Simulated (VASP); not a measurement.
# Ti (Fm-3m) in VASP: a series of runs

Runs on Ti. Level: LDA. Tasks: single point, relaxation of cell and atoms.

Program: VASP 6.6.1. These are calculated values, not measurements. Logs are shortened: lines on timing, memory, paths and dates and some standing lists are left out, and cuts for length are marked.

**1. The cell of the first run**

It takes space group Fm-3m (No. 225, cubic). Conventional cell: a = 4.001 Å, b = 4.001 Å, c = 4.001 Å, α = 90.00°, β = 90.00°, γ = 90.00°. Ti (site symmetry m-3m) has 12 Ti at 2.83 Å within 3.7 Å.

This isn't the form of Ti at room conditions, which is hcp.

**2. Single point, LDA**

File INCAR:

```
SYSTEM = Ti
PREC = Accurate ; ENCUT = 520
EDIFF = 1E-6 ; ISMEAR = 0
SIGMA = 0.1 ; LREAL = .FALSE.
LASPH = .TRUE. ; NELM = 100
ALGO = Normal ; ISIF = 2
LWAVE = .FALSE. ; LCHARG = .TRUE.
GGA = CA ; LELF = .TRUE.
LVHAR = .TRUE. ; NBANDS = 12
```

File KPOINTS:

```
regular mesh
0
G
  18 18 18
  0 0 0
```

File POSCAR:

```
Ti
1.0
    0.0000000000      2.0005469925      2.0005469925
    2.0005469925      0.0000000000      2.0005469925
    2.0005469925      2.0005469925      0.0000000000
Ti
1
Direct
    0.0000000000      0.0000000000      0.0000000000
```

Potentials or basis: VASP PAW LDA potentials, release 64 (Ti_sv).

Run with:

```sh
$ cat potpaw_LDA.64/Ti_sv/POTCAR > POTCAR
$ mpirun -np 1 vasp_std > vasp.out
```

OUTCAR:

```text
SYSTEM = Ti
   PREC = Accurate
   ENCUT = 520
   EDIFF = 1E-6
   ISMEAR = 0
   LREAL = .FALSE.
   LASPH = .TRUE.
   NELM = 100
   ISIF = 2
   GGA = CA

 ion  position               nearest neighbor table
   1  0.000  0.000  0.000-

  LATTYP: Found a face centered cubic cell.
 ALAT       =     4.0010939850

  Lattice vectors:

 A1 = (   0.0000000000,   2.0005469925,   2.0005469925)
 A2 = (   2.0005469925,   0.0000000000,   2.0005469925)
 A3 = (   2.0005469925,   2.0005469925,   0.0000000000)

Analysis of symmetry for initial positions (statically):
=====================================================================
 Subroutine PRICEL returns:
 Original cell was already a primitive cell.

 Routine SETGRP: Setting up the symmetry group for a
 face centered cubic supercell.

 Subroutine GETGRP returns: Found 48 space group operations
 (whereof 48 operations were pure point group operations)
 out of a pool of 48 trial point group operations.

The static configuration has the point symmetry O_h .

Analysis of symmetry for dynamics (positions and initial velocities):
=====================================================================
 Subroutine PRICEL returns:
 Original cell was already a primitive cell.

 Routine SETGRP: Setting up the symmetry group for a
 face centered cubic supercell.

 Subroutine GETGRP returns: Found 48 space group operations
 (whereof 48 operations were pure point group operations)
 out of a pool of 48 trial point group operations.

The dynamic configuration has the point symmetry O_h .

 Subroutine INISYM returns: Found 48 space group operations
 (whereof 48 operations are pure point group operations),
 and found     1 'primitive' translations

----------------------------------------------------------------------------------------

                                     Primitive cell

  volume of cell :      16.0131

  direct lattice vectors                    reciprocal lattice vectors
     0.000000000  2.000546992  2.000546992    -0.249931645  0.249931645  0.249931645
     2.000546992  0.000000000  2.000546992     0.249931645 -0.249931645  0.249931645
     2.000546992  2.000546992  0.000000000     0.249931645  0.249931645 -0.249931645

  length of vectors
     2.829200689  2.829200689  2.829200689     0.432894307  0.432894307  0.432894307

  position of ions in fractional coordinates (direct lattice)
     0.000000000  0.000000000  0.000000000

  ion indices of the primitive-cell ions
   primitive index   ion index
                 1           1

----------------------------------------------------------------------------------------

 KPOINTS: regular mesh

Automatic generation of k-mesh.
 Grid dimensions read from file:
 generate k-points for:   18   18   18

 Generating k-lattice:

  Cartesian coordinates                     Fractional coordinates (reciprocal lattice)
    -0.013885091  0.013885091  0.013885091     0.055555556  0.000000000  0.000000000
     0.013885091 -0.013885091  0.013885091     0.000000000  0.055555556  0.000000000
     0.013885091  0.013885091 -0.013885091     0.000000000  0.000000000  0.055555556

  Length of vectors
     0.024049684  0.024049684  0.024049684

  Shift w.r.t. Gamma in fractional coordinates (k-lattice)
     0.000000000  0.000000000  0.000000000

 Subroutine IBZKPT returns following result:
 ===========================================

 Found    195 irreducible k-points:

 Following reciprocal coordinates:
            Coordinates               Weight
  0.000000  0.000000  0.000000      1.000000
  0.055556  0.000000  0.000000      8.000000
  0.111111  0.000000  0.000000      8.000000
  0.166667  0.000000  0.000000      8.000000
  0.222222  0.000000  0.000000      8.000000
  0.277778  0.000000  0.000000      8.000000
[... 16 lines left out ...]
 -0.277778  0.055556  0.000000     24.000000
 -0.222222  0.055556  0.000000     24.000000
 [... further k-points ...]
   k-points           NKPTS =    195   k-points in BZ     NKDIM =    195   number of bands    NBANDS=     12
   number of dos      NEDOS =    301   number of ions     NIONS =      1
   total plane-waves  NPLWV =  13824
   dimension x,y,z NGX =    24 NGY =   24 NGZ =   24
   dimension x,y,z NGXF=    48 NGYF=   48 NGZF=   48
   ions per type =               1
   NGX,Y,Z   is equivalent  to a cutoff of  14.10, 14.10, 14.10 a.u.
   NGXF,Y,Z  is equivalent  to a cutoff of  28.21, 28.21, 28.21 a.u.
 SYSTEM =  Ti
   PREC   = accura    normal or accurate (medium, high low for compatibility)
   ISTART =      0    job   : 0-new  1-cont  2-samecut
   ICHARG =      2    charge: 1-file 2-atom 10-const
   ISPIN  =      1    spin polarized calculation?
   LNONCOLLINEAR =      F non collinear calculations
   LSORBIT =      F    spin-orbit coupling
   LASPH  =      T    aspherical Exc in radial PAW
   ENCUT  =  520.0 eV  38.22 Ry    6.18 a.u.   5.26  5.26  5.26*2*pi/ulx,y,z
   NELM   =    100;   NELMIN=  2; NELMDL= -5     # of ELM steps
   EDIFF  = 0.1E-05   stopping-criterion for ELM
   LREAL  =      F    real-space projection
   EDIFFG = 0.1E-04   stopping-criterion for IOM
   NSW    =      0    number of steps for IOM
   IBRION =     -1    ionic relax: 0-MD 1-quasi-New 2-CG
   NFREE  =      0    steps in history (QN), initial steepest desc. (CG)
   ISIF   =      2    stress and relaxation
   ISYM   =      2    0-nonsym 1-usesym 2-fastsym
   POTIM  = 0.5000    time-step for ionic-motion
   TEBEG  =    0.0;   TEEND  =   0.0 temperature during run
   PSTRESS=    0.0 pullay stress
   NELECT =      12.0000    total number of electrons
   NUPDOWN=      -1.0000    fix difference up-down
   EMIN   =  10.00;   EMAX   =-10.00  energy-range for DOS
   EFERMI =   0.00;   METHOD = LEGACY
   ISMEAR =     0;   SIGMA  =   0.10  broadening in eV -4-tet -1-fermi 0-gaus
   EFERMI_NEDOS =   21; number of points for ismear=-14 and -15
   IALGO  =     38    algorithm
   IMIX   =      4    mixing-type and parameters
     AMIX     =   0.40;   BMIX     =  1.00
     AMIX_MAG =   1.60;   BMIX_MAG =  1.00
  volume/ion in A,a.u.               =      16.01       108.06
  Fermi-wavevector in a.u.,A,eV,Ry     =   1.486996  2.810015 30.084622  2.211157
  Thomas-Fermi vector in A             =   2.600212
   LORBIT       =      0    0 simple, 1 ext, 2 COOP (PROOUT), +10 PAW based schemes
   GGA     = CA    functional components
   LHFCALC =     F    Hartree Fock is set to
   AEXX    =    0.0000 exact exchange contribution
   IVDW    =     0    specifies the selected vdW correction
   LEPSILON=     F    determine dielectric tensor
   LRPA    =     F    only Hartree local field effects (RPA)
 non-spin polarized calculation
 Gauss-broadening in eV      SIGMA  =   0.10
  energy-cutoff  :      520.00
  volume of cell :       16.01
 maximum number of plane-waves:       444
 NGX is ok and might be reduce to    24
   NGX = 11   NGY = 11   NGZ = 11

 number of electron      11.9999999 magnetization

 Free energy of the ion-electron system (eV)
  ---------------------------------------------------
  ext. energy  EPLUGINS =         0.00000000
  ---------------------------------------------------
  free energy    TOTEN  =        -8.50349734 eV

  energy without entropy =       -8.49559415  energy(sigma->0) =       -8.49954574

 E-fermi :   8.8798     XC(G=0): -12.1781

 val. band max:        8.8727004261   @ k =   0.5000   0.3333   0.1667
 cond. band min:       8.8821055883   @ k =   0.2778   0.0000   0.0000
 fundamental gap:      0.0094051622
 Fermi energy:         8.8798279142

 k-point     1 :       0.0000    0.0000    0.0000
  band No.  band energies     occupation
      1     -47.0177      2.00000
      2     -23.1353      2.00000
      3     -23.1353      2.00000
      4     -23.1353      2.00000
      5       2.6792      2.00000
      6       9.7659      0.00000
      7       9.7659      0.00000
      8       9.7659      0.00000
      9      11.5629      0.00000
     10      11.5629      0.00000
     11      24.6707      0.00000
     12      29.4666      0.00000

 k-point     2 :       0.0556    0.0000    0.0000
  band No.  band energies     occupation
      1     -47.0124      2.00000
      2     -23.1637      2.00000
      3     -23.1388      2.00000
      4     -23.1388      2.00000
      5       2.7877      2.00000
      6       9.6970      0.00000
      7       9.8067      0.00000
      8       9.8067      0.00000
      9      11.5355      0.00000
     10      11.5355      0.00000
     11      24.7794      0.00000
     12      28.6397      0.00000

 k-point     3 :       0.1111    0.0000    0.0000
  band No.  band energies     occupation
      1     -46.9970      2.00000
      2     -23.2446      2.00000
      3     -23.1487      2.00000
      4     -23.1487      2.00000
      5       3.1047      2.00000
      6       9.5107      0.00000
      7       9.9126      0.00000
      8       9.9126      0.00000
      9      11.4743      0.00000
     10      11.4743      0.00000
     11      25.0138      0.00000
     12      27.1280      0.00000

 k-point     4 :       0.1667    0.0000    0.0000
  band No.  band energies     occupation
      1     -46.9734      2.00000
      2     -23.3672      2.00000
      3     -23.1639      2.00000
      4     -23.1639      2.00000
      5       3.6031      2.00000
      6       9.2603      0.00000
      7      10.0277      0.00000
      8      10.0277      0.00000
      9      11.4449      0.00000
     10      11.4449      0.00000
     11      24.8267      0.00000
     12      25.9488      0.00000

 k-point     5 :       0.2222    0.0000    0.0000
  band No.  band energies     occupation
      1     -46.9444      2.00000
      2     -23.5156      2.00000
      3     -23.1824      2.00000
      4     -23.1824      2.00000
      5       4.2322      2.00000
      6       9.0205      0.04669
      7      10.0659      0.00000
      8      10.0659      0.00000
      9      11.5418      0.00000
     10      11.5418      0.00000
     11      23.5064      0.00000
     12      25.6933      0.00000
[... 228 lines left out ...]
      1     -46.8508      2.00000
      2     -23.9535      2.00000
      3     -23.2654      2.00000
      4     -23.2361      2.00000
      5       6.0437      2.00000
      6       9.2408      0.00000
      7       9.6701      0.00000
      8       9.7530      0.00000
      9      12.4138      0.00000
     10      12.8513      0.00000
     11      18.8873      0.00000
     12      24.2762      0.00000

 k-point    22 :      -0.3333    0.0556    0.0000
  band No.  band energies     occupation
      1     -46.8722      2.00000
      2     -23.8525      2.00000
      3     -23.2549      2.00000
      4     -23.2192      2.00000
      5       5.7340      2.00000
      6       8.9438      0.36566
      7       9.7529      0.00000
      8       9.8688      0.00000
      9      12.0465      0.00000
     10      12.5604      0.00000
     11      20.1060      0.00000
     12      24.6803      0.00000

 k-point    23 :      -0.2778    0.0556    0.0000
  band No.  band energies     occupation
      1     -46.8999      2.00000
      2     -23.7197      2.00000
      3     -23.2385      2.00000
      4     -23.1996      2.00000
      5       5.2020      2.00000
      6       8.8169      1.62638
      7       9.8946      0.00000
      8      10.0114      0.00000
      9      11.6589      0.00000
     10      12.2136      0.00000
     11      21.5375      0.00000
     12      25.1574      0.00000

 k-point    24 :      -0.2222    0.0556    0.0000
  band No.  band energies     occupation
      1     -46.9304      2.00000
      2     -23.5703      2.00000
      3     -23.2182      2.00000
      4     -23.1795      2.00000
      5       4.5412      2.00000
      6       8.9032      0.74108
      7      10.0155      0.00000
      8      10.1231      0.00000
      9      11.3482      0.00000
     10      11.8937      0.00000
     11      23.0530      0.00000
     12      25.5481      0.00000

 [... further k-points ...]

------------------------ aborting loop because EDIFF is reached ----------------------------------------

  FORCE on cell =-STRESS in cart. coord.  units (eV):
  Direction    XX          YY          ZZ          XY          YZ          ZX
  --------------------------------------------------------------------------------------
  -------------------------------------------------------------------------------------
  Total       -0.0162888     -0.0162888     -0.0162888      0.0000000     -0.0000000      0.0000000
  in kB       -1.6297558     -1.6297558     -1.6297558      0.0000000     -0.0000000      0.0000000
  external PRESSURE =      -1.6297558 kB  Pullay stress =       0.0000000 kB

 VOLUME and BASIS-vectors are now :
 -----------------------------------------------------------------------------
  energy-cutoff  :      520.00
  volume of cell :       16.01
      direct lattice vectors                 reciprocal lattice vectors
     0.000000000  2.000546992  2.000546992    -0.249931645  0.249931645  0.249931645
     2.000546992  0.000000000  2.000546992     0.249931645 -0.249931645  0.249931645
     2.000546992  2.000546992  0.000000000     0.249931645  0.249931645 -0.249931645

 POSITION                                       TOTAL-FORCE (eV/Angst)
 -----------------------------------------------------------------------------------
      0.00000      0.00000      0.00000         0.000000      0.000000      0.000000
 -----------------------------------------------------------------------------------
    total drift:                               -0.000000      0.000000     -0.000000

  FREE ENERGIE OF THE ION-ELECTRON SYSTEM (eV)
  ---------------------------------------------------
  free  energy   TOTEN  =        -8.5034973360 eV

  energy  without entropy=       -8.4955941450  energy(sigma->0) =       -8.49954574
```

Wall time 12 s (1 thread of Intel Xeon 6975P-C (Granite Rapids), shared host); peak memory 0.15 GiB.

What came out:

```yaml
Free_energy: -8.5035 eV
Pressure: -0.2 GPa
Band_gap_on_the_k_mesh: zero (bands 6 and 7 overlap by 1.39 eV)
```

Levels at points of the mesh, in eV from the Fermi level:
```csv
k point,band 3,band 4,band 5,band 6,band 7,band 8,band 9,band 10
"(0.00, 0.00, 0.00)",-32.02,-32.02,-6.20,0.89,0.89,0.89,2.68,2.68
"(0.50, 0.00, 0.00)",-32.13,-32.13,-2.78,0.74,0.74,0.96,3.91,3.91
"(0.50, 0.50, 0.00)",-32.33,-32.33,-2.88,-1.97,3.31,3.89,4.24,4.24
```

(Part 1 of 2 ends here.)
